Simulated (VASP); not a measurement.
HfZrGe4: single point with PBE

Crystal: HfZrGe4.

```
Zr Hf Ge
1.0
     0.00000    3.83602    3.83602
     3.83602    0.00000    3.83602
     3.83602    3.83602    0.00000
Zr Hf Ge
1 1 4
Direct
  0.75000 0.75000 0.75000
  0.00000 0.00000 0.00000
  0.87559 0.37480 0.37480
  0.37480 0.87559 0.37480
  0.37480 0.37480 0.87559
  0.37480 0.37480 0.37480
```

```json
{
 "Program": "VASP 6.6.1",
 "Task": "single point",
 "Functional": "PBE",
 "Potentials or basis": "VASP PAW PBE potentials, release 64 (Zr_sv, Hf_pv, Ge_d)",
 "Cutoff": "520 eV",
 "k mesh": "8 × 8 × 8",
 "Occupations": "gaussian, width 0.1 eV",
 "Spin": "no spin polarisation"
}
```

```yaml
Pressure: -0.1 GPa
Band_gap_on_the_k_mesh: zero (band 39 reaches 8.53 eV, above the bottom of band 40 at 7.44 eV)
```

Levels at points of the mesh, in eV from the Fermi level:
| k point | band 35 | band 36 | band 37 | band 38 | band 39 | band 40 | band 41 | band 42 | band 43 | band 44 |
| --- | --- | --- | --- | --- | --- | --- | --- | --- | --- | --- |
| (0.00, 0.00, 0.00) | -4.65 | -3.92 | -3.92 | -1.17 | 0.54 | 0.54 | 0.54 | 2.45 | 2.45 | 3.50 |
| (0.50, 0.00, 0.00) | -1.78 | -1.78 | -1.55 | -0.50 | -0.50 | 0.30 | 0.63 | 1.17 | 1.17 | 1.66 |
| (0.50, 0.50, 0.00) | -1.52 | -0.80 | -0.79 | -0.71 | -0.71 | -0.56 | -0.56 | 0.79 | 0.79 | 2.24 |

Run time: 120 s on 1 thread of Intel(R) Xeon(R) 6975P-C (Granite Rapids), on a shared host, peak memory 0.32 GiB.

Caveat: spin-orbit coupling is left out, which moves the levels of the heavy elements.
